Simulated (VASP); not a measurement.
# TaN (P-62m) in VASP: a series of runs, part 2 of 2

VASP 6.6.1. Earlier steps stand in the parts before.

### Step 6. Single point, LDA

This run uses another cell than the first one, of 12.71 Å³/atom, 1.167 times its volume.

INCAR

```
ALGO = Normal
EDIFF = 1E-7
ENCUT = 520
ISIF = 2
ISMEAR = -1
LASPH = T
LCHARG = F
LREAL = F
LWAVE = F
NBANDS = 33
NELM = 80
PREC = Accurate
SIGMA = 0.1
```

KPOINTS

```
k-points
0
Gamma
  5 5 8
```

POSCAR

```
TaN
1.0
    5.3960398706      0.0000000000      0.0000000000
   -2.6980199353      4.6731076098      0.0000000000
    0.0000000000      0.0000000000      3.0230700661
Ta N
3 3
Direct
    0.3333333333      0.6666666667      0.5000000000
    0.6666666667      0.3333333333      0.5000000000
    0.0000000000      0.0000000000      0.0000000000
    0.3928500000      0.0000000000      0.0000000000
    0.6071500000      0.6071500000      0.0000000000
    0.0000000000      0.3928500000      0.0000000000
```

Potentials or basis: VASP PAW LDA potentials, release 64 (Ta_pv, N).

Run with:

```bash
$ cat potpaw_LDA.64/Ta_pv/POTCAR potpaw_LDA.64/N/POTCAR > POTCAR
$ mpirun -np 1 vasp_std > vasp.out
```

OUTCAR:

```text
EDIFF = 1E-7
   ENCUT = 520
   ISIF = 2
   ISMEAR = -1
   LASPH = T
   LREAL = F
   NELM = 80
   PREC = Accurate

 ion  position               nearest neighbor table
   1  0.333  0.667  0.500-   5 2.25   5 2.25   6 2.25   6 2.25   4 2.25   4 2.25   2 3.12   2 3.12
                             2 3.12   3 3.46   3 3.46   3 3.46   3 3.46   3 3.46   3 3.46
   2  0.667  0.333  0.500-   6 2.25   6 2.25   4 2.25   4 2.25   5 2.25   5 2.25   1 3.12   1 3.12
                             1 3.12   3 3.46   3 3.46   3 3.46   3 3.46   3 3.46   3 3.46
   3  0.000  0.000  0.000-   4 2.12   5 2.12   6 2.12   2 3.46   1 3.46   1 3.46   2 3.46   2 3.46
                             2 3.46   1 3.46   1 3.46   2 3.46   2 3.46   1 3.46   1 3.46
   4  0.393  0.000  0.000-   3 2.12   1 2.25   1 2.25   2 2.25   2 2.25
   5  0.607  0.607  0.000-   3 2.12   1 2.25   1 2.25   2 2.25   2 2.25
   6  0.000  0.393  0.000-   3 2.12   2 2.25   2 2.25   1 2.25   1 2.25

  LATTYP: Found a hexagonal cell.
 ALAT       =     5.3960398706
 C/A-ratio  =     0.5602386451

  Lattice vectors:

 A1 = (   5.3960398706,   0.0000000000,   0.0000000000)
 A2 = (  -2.6980199353,   4.6731076098,   0.0000000000)
 A3 = (   0.0000000000,   0.0000000000,   3.0230700661)

Analysis of symmetry for initial positions (statically):
[... 181 lines left out ...]
 val. band max:        6.8845763513   @ k =   0.2000  -0.0000   0.1250
 cond. band min:       7.1462866512   @ k =   0.2000  -0.0000   0.2500
 fundamental gap:      0.2617102999
 Fermi energy:         7.0411985983

 k-point     1 :       0.0000    0.0000    0.0000
  band No.  band energies     occupation
      1     -29.0908      2.00000
      2     -29.0908      2.00000
      3     -28.8371      2.00000
      4     -28.8371      2.00000
      5     -28.7346      2.00000
      6     -28.6663      2.00000
[... 853 lines left out ...]
     32      11.0356      0.00000
     33      11.4231      0.00000

 [... further k-points ...]
[... 5 lines left out ...]
  --------------------------------------------------------------------------------------
  -------------------------------------------------------------------------------------
  Total      -16.5243460    -16.5243460    -18.3187588      0.0000000      0.0000000      0.0000000
  in kB     -347.3007470   -347.3007473   -385.0148513      0.0000000      0.0000000      0.0000000
  external PRESSURE =    -359.8721152 kB  Pullay stress =       0.0000000 kB

 VOLUME and BASIS-vectors are now :
 -----------------------------------------------------------------------------
  energy-cutoff  :      520.00
  volume of cell :       76.23
      direct lattice vectors                 reciprocal lattice vectors
     5.396039871  0.000000000  0.000000000     0.185321092  0.106995182  0.000000000
    -2.698019935  4.673107610  0.000000000     0.000000000  0.213990364  0.000000000
     0.000000000  0.000000000  3.023070066     0.000000000  0.000000000  0.330789554

 POSITION                                       TOTAL-FORCE (eV/Angst)
 -----------------------------------------------------------------------------------
     -0.00000      3.11541      1.51154        -0.000000      0.000000     -0.000000
      2.69802      1.55770      1.51154        -0.000000      0.000000     -0.000000
      0.00000      0.00000      0.00000        -0.000000      0.000000     -0.000000
      2.11983      0.00000      0.00000        -0.480827      0.000000      0.000000
      1.63810      2.83728      0.00000         0.240414      0.416409     -0.000000
     -1.05992      1.83583      0.00000         0.240414     -0.416409     -0.000000
 -----------------------------------------------------------------------------------
    total drift:                               -0.000001     -0.000001      0.000000

  FREE ENERGIE OF THE ION-ELECTRON SYSTEM (eV)
  ---------------------------------------------------
  free  energy   TOTEN  =       -72.9105509469 eV

  energy  without entropy=      -72.8810294997  energy(sigma->0) =      -72.89579022
```

OSZICAR:

```text
N       E                     dE             d eps       ncg     rms          rms(c)
DAV:   1     0.424575406989E+03    0.42458E+03   -0.25979E+04  1650   0.149E+03
DAV:   2    -0.571084937689E+02   -0.48168E+03   -0.46111E+03  1958   0.428E+02
DAV:   3    -0.826205131589E+02   -0.25512E+02   -0.25116E+02  2006   0.938E+01
DAV:   4    -0.831058836418E+02   -0.48537E+00   -0.48107E+00  2132   0.125E+01
DAV:   5    -0.831181204205E+02   -0.12237E-01   -0.12224E-01  2131   0.154E+00    0.348E+01
DAV:   6    -0.735459882824E+02    0.95721E+01   -0.57972E+01  2077   0.368E+01    0.143E+01
DAV:   7    -0.730311407161E+02    0.51485E+00   -0.36482E+00  2020   0.906E+00    0.850E+00
DAV:   8    -0.729314704854E+02    0.99670E-01   -0.58698E-01  1989   0.423E+00    0.997E-01
DAV:   9    -0.729121030127E+02    0.19367E-01   -0.55950E-02  2138   0.137E+00    0.418E-01
DAV:  10    -0.729109508916E+02    0.11521E-02   -0.13172E-02  2045   0.515E-01    0.204E-01
DAV:  11    -0.729106630098E+02    0.28788E-03   -0.32992E-03  2138   0.343E-01    0.741E-02
DAV:  12    -0.729105489708E+02    0.11404E-03   -0.49090E-04  2041   0.108E-01    0.204E-02
DAV:  13    -0.729105509371E+02   -0.19663E-05   -0.34552E-05  2122   0.304E-02    0.471E-03
DAV:  14    -0.729105509469E+02   -0.98021E-08   -0.97021E-07  2064   0.633E-03
   1 F= -.72910551E+02 E0= -.72895790E+02  d E =-.295214E-01
```

Wall time 75 s (1 thread of Intel Xeon Platinum 8259CL at 2.50GHz (Skylake/Cascade Lake), shared host); peak memory 0.18 GiB.

Results:

| Quantity | Value |
| --- | --- |
| Free energy | -72.9106 eV |
| Pressure | -36.0 GPa |
| Largest force | 0.481 eV/Å |
| Band gap on the k mesh | zero (band 24 reaches 8.57 eV, above the bottom of band 25 at 5.86 eV) |

Forces in eV/Å, atoms in the order of the input:
```
Ta   0.000  0.000  0.000
Ta   0.000  0.000  0.000
Ta   0.000  0.000  0.000
N   -0.481  0.000  0.000
N    0.240  0.416  0.000
N    0.240 -0.416  0.000
```

Stress tensor (GPa, compression positive):
```
-34.73   0.00   0.00
  0.00 -34.73   0.00
  0.00   0.00 -38.50
```

Levels at points of the mesh, in eV from the Fermi level:
```csv
k point,band 21,band 22,band 23,band 24,band 25,band 26,band 27,band 28
"(0.00, 0.00, 0.00)",-3.87,-3.13,-1.82,-0.85,-0.85,0.42,0.42,1.47
"(0.00, 0.00, 0.50)",-4.08,-2.57,-2.57,1.52,1.52,1.68,1.75,1.75
```

Caveat: spin-orbit coupling is left out, which moves the levels of the heavy elements.

### Step 7. Overview

```csv
cell,gap on the mesh (eV),pressure (GPa),largest force (eV/Å)
"a = 5.126, b = 5.126, c = 2.872 Å, angles 90.0, 90.0, 120.0°, 6 atoms",none,5.8,0.12
"a = 5.196, b = 5.196, c = 2.911 Å, angles 90.0, 90.0, 120.0°, 6 atoms",none,-8.3,0.06
"a = 5.264, b = 5.264, c = 2.949 Å, angles 90.0, 90.0, 120.0°, 6 atoms",none,-19.6,0.22
"a = 5.331, b = 5.331, c = 2.987 Å, angles 90.0, 90.0, 120.0°, 6 atoms",none,-28.7,0.36
"a = 5.396, b = 5.396, c = 3.023 Å, angles 90.0, 90.0, 120.0°, 6 atoms",none,-36.0,0.48
```

Alike in all rows: task single point; level LDA; potentials or basis VASP PAW LDA potentials, release 64 (Ta_pv, N); no spin polarisation; k mesh 5 × 5 × 8; cutoff (eV) 520; smearing fermi-dirac 0.1 eV.

Caveats: spin-orbit coupling is left out, which moves the levels of the heavy elements.

Total energies depend on the potentials used, so only differences within one code and one set of settings carry meaning.
